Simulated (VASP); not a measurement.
# AgCl (P2_1/m) in VASP: single point with PBE

Aim: the single point of AgCl with PBE.

Everything below comes from runs of VASP 6.6.1. Logs are shortened: lines on timing, memory, paths and dates and some standing lists are left out, and cuts for length are marked.

## Step 1: The cell of the first run

The typed cell holds 12 atoms: a = 5.612 Å, b = 3.969 Å, c = 11.904 Å, α = 90.00°, β = 90.00°, γ = 89.96°.

## Step 2: Single point, PBE

Contents of INCAR:

```
ALGO     = Normal         # electronic algorithm
EDIFF    = 1E-6           # SCF threshold, eV
ENCUT    = 520            # plane-wave cutoff, eV
GGA      = PE             # functional
ISIF     = 2              # what is computed and relaxed
ISMEAR   = 0              # smearing method
LASPH    = True           # aspherical terms in the spheres
LCHARG   = True           # write CHGCAR
LELF     = True           # ELF
LREAL    = False          # projectors in reciprocal space
LVHAR    = True         
LWAVE    = False          # write WAVECAR
NBANDS   = 66             # bands
NELM     = 80             # most SCF steps
PREC     = Accurate       # precision mode
SIGMA    = 0.05           # smearing width, eV
```

Contents of KPOINTS:

```
k-points
0
Gamma
  5 7 3
```

Contents of POSCAR:

```
AgCl
1.0
    0.2747307082      0.0000000000     -5.6051095939
   -3.9643020236      0.0000000000     -0.1970743489
    0.0000000000     11.9041653747      0.0000000000
Ag Cl
6 6
Direct
    0.7496128364      0.7496524541      0.0833333333
    0.7496128364      0.7496524541      0.4166666667
    0.7496128364      0.7496524541      0.7500000000
    0.2503871636      0.2503475459      0.2500000000
    0.2503871636      0.2503475459      0.5833333333
    0.2503871636      0.2503475459      0.9166666667
    0.7502897868      0.2500543260      0.2500000000
    0.7502897868      0.2500543260      0.5833333333
    0.7502897868      0.2500543260      0.9166666667
    0.2497102132      0.7499456740      0.0833333333
    0.2497102132      0.7499456740      0.4166666667
    0.2497102132      0.7499456740      0.7500000000
```

Potentials or basis: VASP PAW PBE potentials, release 64 (Ag, Cl).

Command:

```sh
cat potpaw_PBE.64/Ag/POTCAR potpaw_PBE.64/Cl/POTCAR > POTCAR
mpirun -np 1 vasp_std > vasp.out
```

OUTCAR:

```text
EDIFF = 1E-6
   ENCUT = 520
   GGA = PE
   ISIF = 2
   ISMEAR = 0
   LASPH = True
   LREAL = False
   NELM = 80
   PREC = Accurate

 ion  position               nearest neighbor table
   1  0.750  0.750  0.083-   9 2.81   7 2.81  10 2.81  10 2.81   9 2.81   7 2.81
   2  0.750  0.750  0.417-   8 2.81   7 2.81  11 2.81  11 2.81   8 2.81   7 2.81
   3  0.750  0.750  0.750-   8 2.81   9 2.81  12 2.81  12 2.81   9 2.81   8 2.81
   4  0.250  0.250  0.250-  10 2.81  11 2.81   7 2.81   7 2.81  11 2.81  10 2.81
   5  0.250  0.250  0.583-  11 2.81  12 2.81   8 2.81   8 2.81  11 2.81  12 2.81
   6  0.250  0.250  0.917-  10 2.81  12 2.81   9 2.81   9 2.81  10 2.81  12 2.81
   7  0.750  0.250  0.250-   1 2.81   2 2.81   4 2.81   4 2.81   1 2.81   2 2.81
   8  0.750  0.250  0.583-   2 2.81   3 2.81   5 2.81   5 2.81   2 2.81   3 2.81
   9  0.750  0.250  0.917-   1 2.81   3 2.81   6 2.81   6 2.81   1 2.81   3 2.81
  10  0.250  0.750  0.083-   6 2.81   4 2.81   1 2.81   1 2.81   6 2.81   4 2.81
  11  0.250  0.750  0.417-   5 2.81   4 2.81   2 2.81   2 2.81   5 2.81   4 2.81
  12  0.250  0.750  0.750-   5 2.81   6 2.81   3 2.81   3 2.81   5 2.81   6 2.81

  LATTYP: Found a simple monoclinic cell.
 ALAT       =     3.9691975050
 B/A-ratio  =     2.9991365660
 C/A-ratio  =     1.4138471112
 COS(beta)  =    -0.0006962143

  Lattice vectors:

 A1 = (  -3.9643020236,   0.0000000000,  -0.1970743489)
 A2 = (   0.0000000000, -11.9041653747,   0.0000000000)
 A3 = (  -0.2747307082,   0.0000000000,   5.6051095939)

Analysis of symmetry for initial positions (statically):
=====================================================================
 Subroutine PRICEL returns following result:

  LATTYP: Found a simple monoclinic cell.
 ALAT       =     3.9691975050
 B/A-ratio  =     0.9997121889
 C/A-ratio  =     1.4138471112
 COS(beta)  =    -0.0006962143

  Lattice vectors:

 A1 = (  -3.9643020236,   0.0000000000,  -0.1970743489)
 A2 = (   0.0000000000,  -3.9680551257,   0.0000000000)
 A3 = (  -0.2747307082,   0.0000000000,   5.6051095939)

   3 primitive cells build up your supercell.

 Routine SETGRP: Setting up the symmetry group for a
 simple monoclinic supercell.

 Subroutine GETGRP returns: Found  4 space group operations
 (whereof  2 operations were pure point group operations)
 out of a pool of  4 trial point group operations.

The static configuration has the point symmetry S_2 .
 The point group associated with its full space group is C_2h.

Analysis of symmetry for dynamics (positions and initial velocities):
=====================================================================
 Subroutine PRICEL returns following result:

  LATTYP: Found a simple monoclinic cell.
 ALAT       =     3.9691975050
 B/A-ratio  =     0.9997121889
 C/A-ratio  =     1.4138471112
 COS(beta)  =    -0.0006962143

  Lattice vectors:

 A1 = (  -3.9643020236,   0.0000000000,  -0.1970743489)
 A2 = (   0.0000000000,  -3.9680551257,   0.0000000000)
 A3 = (  -0.2747307082,   0.0000000000,   5.6051095939)

   3 primitive cells build up your supercell.

 Routine SETGRP: Setting up the symmetry group for a
 simple monoclinic supercell.

 Subroutine GETGRP returns: Found  4 space group operations
 (whereof  2 operations were pure point group operations)
 out of a pool of  4 trial point group operations.

The dynamic configuration has the point symmetry S_2 .
 The point group associated with its full space group is C_2h.

 Subroutine INISYM returns: Found  4 space group operations
 (whereof  2 operations are pure point group operations),
 and found     3 'primitive' translations

----------------------------------------------------------------------------------------

                                     Primitive cell

  volume of cell :      88.3864

  direct lattice vectors                    reciprocal lattice vectors
    -3.964302024  0.000000000 -0.197074349    -0.251638070  0.000000000 -0.012333872
     0.000000000 -3.968055126  0.000000000     0.000000000 -0.252012628  0.000000000
    -0.274730708  0.000000000  5.605109594    -0.008847536  0.000000000  0.177974988

  length of vectors
     3.969197505  3.968055126  5.611838426     0.251940157  0.252012628  0.178194767

  position of ions in fractional coordinates (direct lattice)
     0.749652454  0.750000000  0.250387164
     0.250347546  0.250000000  0.749612836
     0.250054326  0.250000000  0.249710213
     0.749945674  0.750000000  0.750289787

  ion indices of the primitive-cell ions
   primitive index   ion index
                 1           1
                 2           6
                 3           9
                 4          10

----------------------------------------------------------------------------------------

 KPOINTS: k-points

Automatic generation of k-mesh.
 Grid dimensions read from file:
 generate k-points for:    5    7    3

 Generating k-lattice:

  Cartesian coordinates                     Fractional coordinates (reciprocal lattice)
     0.001769507  0.000000000 -0.035594998     0.200000000  0.000000000  0.000000000
    -0.035948296  0.000000000 -0.001761982     0.000000000  0.142857143  0.000000000
     0.000000000  0.028001403  0.000000000     0.000000000  0.000000000  0.333333333

  Length of vectors
     0.035638953  0.035991451  0.028001403

  Shift w.r.t. Gamma in fractional coordinates (k-lattice)
     0.000000000  0.000000000  0.000000000

 Subroutine IBZKPT returns following result:
 ===========================================

 Found     36 irreducible k-points:

 Following reciprocal coordinates:
            Coordinates               Weight
  0.000000  0.000000  0.000000      1.000000
  0.200000 -0.000000  0.000000      2.000000
  0.400000  0.000000  0.000000      2.000000
  0.000000  0.142857  0.000000      2.000000
  0.200000  0.142857  0.000000      2.000000
  0.400000  0.142857  0.000000      2.000000
[... 16 lines left out ...]
  0.200000  0.142857  0.333333      4.000000
  0.400000  0.142857  0.333333      4.000000
 [... further k-points ...]
   k-points           NKPTS =     36   k-points in BZ     NKDIM =     36   number of bands    NBANDS=     66
   number of dos      NEDOS =    301   number of ions     NIONS =     12
   total plane-waves  NPLWV = 113400
   dimension x,y,z NGX =    42 NGY =   30 NGZ =   90
   dimension x,y,z NGXF=    84 NGYF=   60 NGZF=  180
   ions per type =               6   6
   NGX,Y,Z   is equivalent  to a cutoff of  12.44, 12.57, 12.57 a.u.
   NGXF,Y,Z  is equivalent  to a cutoff of  24.88, 25.13, 25.14 a.u.
 SYSTEM =  unknown system
   PREC   = accura    normal or accurate (medium, high low for compatibility)
   ISTART =      0    job   : 0-new  1-cont  2-samecut
   ICHARG =      2    charge: 1-file 2-atom 10-const
   ISPIN  =      1    spin polarized calculation?
   LNONCOLLINEAR =      F non collinear calculations
   LSORBIT =      F    spin-orbit coupling
   LASPH  =      T    aspherical Exc in radial PAW
   ENCUT  =  520.0 eV  38.22 Ry    6.18 a.u.  10.43  7.38 22.13*2*pi/ulx,y,z
   NELM   =     80;   NELMIN=  2; NELMDL= -5     # of ELM steps
   EDIFF  = 0.1E-05   stopping-criterion for ELM
   LREAL  =      F    real-space projection
   EDIFFG = 0.1E-04   stopping-criterion for IOM
   NSW    =      0    number of steps for IOM
   IBRION =     -1    ionic relax: 0-MD 1-quasi-New 2-CG
   NFREE  =      0    steps in history (QN), initial steepest desc. (CG)
   ISIF   =      2    stress and relaxation
   ISYM   =      2    0-nonsym 1-usesym 2-fastsym
   POTIM  = 0.5000    time-step for ionic-motion
   TEBEG  =    0.0;   TEEND  =   0.0 temperature during run
   PSTRESS=    0.0 pullay stress
   NELECT =     108.0000    total number of electrons
   NUPDOWN=      -1.0000    fix difference up-down
   EMIN   =  10.00;   EMAX   =-10.00  energy-range for DOS
   EFERMI =   0.00;   METHOD = LEGACY
   ISMEAR =     0;   SIGMA  =   0.05  broadening in eV -4-tet -1-fermi 0-gaus
   EFERMI_NEDOS =   21; number of points for ismear=-14 and -15
   IALGO  =     38    algorithm
   IMIX   =      4    mixing-type and parameters
     AMIX     =   0.40;   BMIX     =  1.00
     AMIX_MAG =   1.60;   BMIX_MAG =  1.00
  volume/ion in A,a.u.               =      22.10       149.12
  Fermi-wavevector in a.u.,A,eV,Ry     =   1.213521  2.293222 20.036380  1.472632
  Thomas-Fermi vector in A             =   2.348970
   LORBIT       =      0    0 simple, 1 ext, 2 COOP (PROOUT), +10 PAW based schemes
   GGA     = PE    functional components
   LHFCALC =     F    Hartree Fock is set to
   AEXX    =    0.0000 exact exchange contribution
   IVDW    =     0    specifies the selected vdW correction
   LEPSILON=     F    determine dielectric tensor
   LRPA    =     F    only Hartree local field effects (RPA)
 non-spin polarized calculation
 Gauss-broadening in eV      SIGMA  =   0.05
  energy-cutoff  :      520.00
  volume of cell :      265.16
 maximum number of plane-waves:      7171
 NGX is ok and might be reduce to    42
   NGX = 21   NGY = 15   NGZ = 45

 number of electron     107.9999965 magnetization

 Free energy of the ion-electron system (eV)
  ---------------------------------------------------
  ext. energy  EPLUGINS =         0.00000000
  ---------------------------------------------------
  free energy    TOTEN  =       -32.40803732 eV

  energy without entropy =      -32.40803732  energy(sigma->0) =      -32.40803732

 E-fermi :   3.5500     XC(G=0):  -9.7802

 val. band max:        3.3334894532   @ k =   0.4000   0.0000   0.3333
 cond. band min:       4.2959752142   @ k =   0.0000   0.0000   0.0000
 fundamental gap:      0.9624857610
 Fermi energy:         3.5499587179

 k-point     1 :       0.0000    0.0000    0.0000
  band No.  band energies     occupation
      1     -11.5397      2.00000
      2     -11.3235      2.00000
      3     -11.3235      2.00000
      4     -11.1250      2.00000
      5     -11.1075      2.00000
      6     -11.1075      2.00000
[... 58 lines left out ...]
     65      11.2707      0.00000
     66      11.2735      0.00000

 k-point     2 :       0.2000   -0.0000    0.0000
  band No.  band energies     occupation
      1     -11.4936      2.00000
      2     -11.2935      2.00000
      3     -11.2935      2.00000
      4     -11.1566      2.00000
      5     -11.1178      2.00000
      6     -11.1178      2.00000
[... 58 lines left out ...]
     65      11.4392      0.00000
     66      11.4677      0.00000

 k-point     3 :       0.4000    0.0000    0.0000
  band No.  band energies     occupation
      1     -11.3781      2.00000
      2     -11.2485      2.00000
      3     -11.2234      2.00000
      4     -11.2234      2.00000
      5     -11.1557      2.00000
      6     -11.1557      2.00000
[... 1438 lines left out ...]
     65      11.2994      0.00000
     66      11.3333      0.00000

 k-point    24 :       0.4000    0.1429    0.3333
  band No.  band energies     occupation
      1     -11.3224      2.00000
      2     -11.2704      2.00000
      3     -11.2106      2.00000
      4     -11.1779      2.00000
      5     -11.1529      2.00000
      6     -11.1313      2.00000
[... 58 lines left out ...]
     65      10.5338      0.00000
     66      11.0500      0.00000

 [... further k-points ...]
[... 5 lines left out ...]
  --------------------------------------------------------------------------------------
  -------------------------------------------------------------------------------------
  Total       -0.2384034     -0.2339738     -0.2346719      0.0000000      0.0000000     -0.0076107
  in kB       -1.4405102     -1.4137453     -1.4179631      0.0000000      0.0000000     -0.0459862
  external PRESSURE =      -1.4240729 kB  Pullay stress =       0.0000000 kB

 VOLUME and BASIS-vectors are now :
 -----------------------------------------------------------------------------
  energy-cutoff  :      520.00
  volume of cell :      265.16
      direct lattice vectors                 reciprocal lattice vectors
     0.274730708  0.000000000 -5.605109594     0.008847536  0.000000000 -0.177974988
    -3.964302024  0.000000000 -0.197074349    -0.251638070  0.000000000 -0.012333872
     0.000000000 11.904165375  0.000000000     0.000000000  0.084004209  0.000000000

 POSITION                                       TOTAL-FORCE (eV/Angst)
 -----------------------------------------------------------------------------------
     -2.76591      0.99201     -4.34940        -0.001708     -0.000000     -0.001320
     -2.76591      4.96007     -4.34940        -0.001708      0.000000     -0.001320
     -2.76591      8.92812     -4.34940        -0.001708     -0.000000     -0.001320
     -0.92366      2.97604     -1.45278         0.001708     -0.000000      0.001320
     -0.92366      6.94410     -1.45278         0.001708      0.000000      0.001320
     -0.92366     10.91215     -1.45278         0.001708     -0.000000      0.001320
     -0.78516      2.97604     -4.25474         0.001793      0.000000      0.002744
     -0.78516      6.94410     -4.25474         0.001793      0.000000      0.002744
     -0.78516     10.91215     -4.25474         0.001793     -0.000000      0.002744
     -2.90441      0.99201     -1.54745        -0.001793      0.000000     -0.002744
     -2.90441      4.96007     -1.54745        -0.001793      0.000000     -0.002744
     -2.90441      8.92812     -1.54745        -0.001793     -0.000000     -0.002744
 -----------------------------------------------------------------------------------
    total drift:                               -0.000002     -0.000001     -0.000000

  FREE ENERGIE OF THE ION-ELECTRON SYSTEM (eV)
  ---------------------------------------------------
  free  energy   TOTEN  =       -32.4080373168 eV

  energy  without entropy=      -32.4080373168  energy(sigma->0) =      -32.40803732
```

Run time: 15 min. Hardware: 1 thread of Intel Xeon 8259CL, shared host; peak memory 0.62 GiB.

Results:

```yaml
Free_energy: -32.4080 eV
Pressure: -0.1 GPa
Largest_force: 0.003 eV/Å
Band_gap_on_the_k_mesh: 0.96 eV
```

Forces on the atoms (eV/Å):
```
Ag  -0.002  0.000 -0.001
Ag  -0.002  0.000 -0.001
Ag  -0.002  0.000 -0.001
Ag   0.002  0.000  0.001
Ag   0.002  0.000  0.001
Ag   0.002  0.000  0.001
Cl   0.002  0.000  0.003
Cl   0.002  0.000  0.003
Cl   0.002  0.000  0.003
Cl  -0.002  0.000 -0.003
Cl  -0.002  0.000 -0.003
Cl  -0.002  0.000 -0.003
```

Levels at points of the mesh, in eV from the valence-band top:
```
           k point  band 52  band 53  band 54  band 55  band 56  band 57
(0.00, 0.00, 0.00)    -0.51    -0.33    -0.33     0.96     2.48     3.34
```
